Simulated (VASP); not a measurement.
Crystal: Ni.

```
Ni
1.0
     0.00000    1.60241    1.60241
     1.60241    0.00000    1.60241
     1.60241    1.60241    0.00000
Ni
1
Cartesian
  0.0000 0.0000 0.0000
```

Base run:

| Item | Value |
| --- | --- |
| Program | VASP 6.6.1 |
| Functional | LDA |
| Potentials or basis | VASP PAW LDA potentials, release 64 (Ni) |
| Cutoff | 520 eV |
| k mesh | 24 × 24 × 24 |
| Occupations | gaussian, width 0.15 eV |
| Spin | collinear spin, ferromagnetic start |
| Starting moments | [0.25] μB |
| Fixed moment | 0.25 μB |

Its results: pressure 79.5 GPa; site moments Ni +0.24 μB.

Q: The run is repeated on the same cell with these changes: fixed moment from 0.25 μB to 0.75 μB; moments at the start from [0.25] to [0.75]. What comes out?

A: Pressure 83.2 GPa; site moments Ni +0.73 μB.

Caveats: the total moment is fixed, so each spin has its own Fermi level.
